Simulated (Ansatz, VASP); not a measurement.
## One calculation of Cu, two programs

```
Cu
1.0
     0.00000    1.70454    1.70454
     1.70454    0.00000    1.70454
     1.70454    1.70454    0.00000
Cu
1
Direct
  0.00000 0.00000 0.00000
```

Alike in both runs: task single point; functional LDA; k mesh 20 × 20 × 20; occupations gaussian, width 0.1 eV; no spin polarisation.

|  | VASP | Ansatz |
| --- | --- | --- |
| version | VASP 6.6.1 | Ansatz 0.2.0 |
| potentials or method | VASP PAW LDA potentials, release 64 (Cu_sv_GW), cutoff 700 eV | scalar-relativistic, plane waves, PAW |
| valence electrons in the cell | 19 | 19 |

Ansatz gave:

```
gap on the k mesh at the Fermi level (eV) : none
pressure (GPa)                            : 22.5
```

Problem. Estimate VASP's values.

Solution. gap on the k mesh at the Fermi level (eV): none; pressure (GPa): 17.9.

Ansatz warns that its potentials were made for another functional, while VASP's fit it. LDA's correlation is that of Perdew and Zunger in VASP and of Perdew and Wang (1992) in Ansatz. A gap of «none» marks a metal or a gap that the smearing closes.
